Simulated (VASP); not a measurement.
Wanted: the native input for a VASP 6.6.1 run.

| Quantity | Value |
| --- | --- |
| Task | single point |
| Functional | PBEsol |
| Potentials or basis | VASP PAW PBE potentials, release 64 (Li_sv, S) |
| Cutoff | 650 eV |
| k mesh | 2 × 2 × 2, shifted |
| Occupations | gaussian, width 0.01 eV |
| Spin | no spin polarisation |
| Dipole correction | no |
| Further INCAR settings | LREAL = Auto; ALGO = Normal; EDIFF = 1e-06; NBANDS = 129 |

The structure of Li32S17 (a cell with a defect) lies in POSCAR:

```
Li32S17
1.0
    5.6548817363      5.6548817363      5.6548817363
   -5.6548817363      5.6548817363     -5.6548817363
   -5.6548817363     -5.6548817363      5.6548817363
Li S
32 17
Direct
    0.7501755643      0.0000000000      0.0000000000
    0.7520719237      0.7473628698      0.2520719237
   -0.0047090539      0.7479280763      0.0000000000
    0.7526371302      0.5047090539      0.5047090539
    0.0047090539      0.5047090539      0.2526371302
    0.2479280763      0.4952909461      0.0000000000
    0.7520719237      0.2520719237      0.7473628698
    0.0047090539      0.2526371302      0.5047090539
    0.2473628698      0.2520719237      0.2520719237
    0.5000000000      0.2501755643      0.0000000000
   -0.0047090539      0.0000000000      0.7479280763
    0.2479280763      0.0000000000      0.4952909461
    0.5000000000      0.0000000000      0.2501755643
    0.2498244357      0.7498244357      0.7498244357
    0.5000000000      0.7479280763      0.4952909461
    0.5000000000      0.4952909461      0.7479280763
    0.2498244357      0.0000000000      0.0000000000
    0.2479280763      0.7479280763      0.2526371302
    0.5000000000      0.7498244357      0.0000000000
    0.2473628698      0.4952909461      0.4952909461
    0.5000000000      0.5047090539      0.2520719237
    0.7520719237      0.5047090539      0.0000000000
    0.2479280763      0.2526371302      0.7479280763
    0.5000000000      0.2520719237      0.5047090539
    0.7501755643      0.2501755643      0.2501755643
    0.0047090539      0.2520719237      0.0000000000
    0.5000000000      0.0000000000      0.7498244357
    0.7520719237      0.0000000000      0.5047090539
    0.0047090539      0.0000000000      0.2520719237
    0.7526371302      0.7479280763      0.7479280763
   -0.0047090539      0.7473628698      0.4952909461
   -0.0047090539      0.4952909461      0.7473628698
    0.5000000000      0.2649787771      0.2649787771
    0.5000000000      0.0000000000      0.5000000000
    0.7649787771      0.0000000000      0.2649787771
    0.5000000000      0.7350212229      0.7350212229
    0.7500000000      0.7500000000      0.5000000000
    0.0000000000      0.7500000000      0.2500000000
    0.5000000000      0.5000000000      0.0000000000
    0.7500000000      0.5000000000      0.7500000000
    0.0000000000      0.5000000000      0.5000000000
    0.2500000000      0.5000000000      0.2500000000
    0.7649787771      0.2649787771      0.0000000000
    0.0000000000      0.2500000000      0.7500000000
    0.2500000000      0.2500000000      0.5000000000
    0.0000000000      0.0000000000      0.0000000000
    0.2350212229      0.0000000000      0.7350212229
    0.2350212229      0.7350212229      0.0000000000
    0.5000000000      0.0000000000      0.0000000000
```

This cell differs from its parent crystal: with an interstitial atom, then relaxed in part.

These files were run (other wordings do the same):

INCAR

```
PREC     = Accurate       # precision mode
ENCUT    = 650            # plane-wave cutoff, eV
EDIFF    = 1E-6           # SCF threshold, eV
ISMEAR   = 0              # smearing method
SIGMA    = 0.01           # smearing width, eV
LREAL    = Auto         
LASPH    = T              # aspherical terms in the spheres
NELM     = 120            # most SCF steps
ALGO     = Normal         # electronic algorithm
ISIF     = 2              # what is computed and relaxed
LWAVE    = F              # write WAVECAR
LCHARG   = F              # write CHGCAR
GGA      = PS             # functional
NBANDS   = 129            # bands
GGA_COMPAT= F
```

KPOINTS

```
Automatic mesh
0
Gamma
  2 2 2
  0.5 0.5 0.5
```

Potentials or basis: VASP PAW PBE potentials, release 64 (Li_sv, S).

Launch:

```console
$ cat potpaw_PBE.64/Li_sv/POTCAR potpaw_PBE.64/S/POTCAR > POTCAR
$ mpirun -np 1 vasp_std > vasp.out
```

It gave:

```yaml
Pressure: 1.4 GPa
Largest_force: 0.035 eV/Å
Band_gap_on_the_k_mesh: zero (bands 99 and 100 overlap by 0.04 eV)
```

Caveat: the k points lie up to 0.39 Å⁻¹ apart; the cell differs from its parent crystal (with an interstitial atom, then relaxed in part); the PAW data sets were made with another functional, which shifts forces and pressure a little.

It took 26 min on 1 thread of Oxide Virtual Turin-like Processor, with other jobs on the host, peak memory 1.1 GiB.
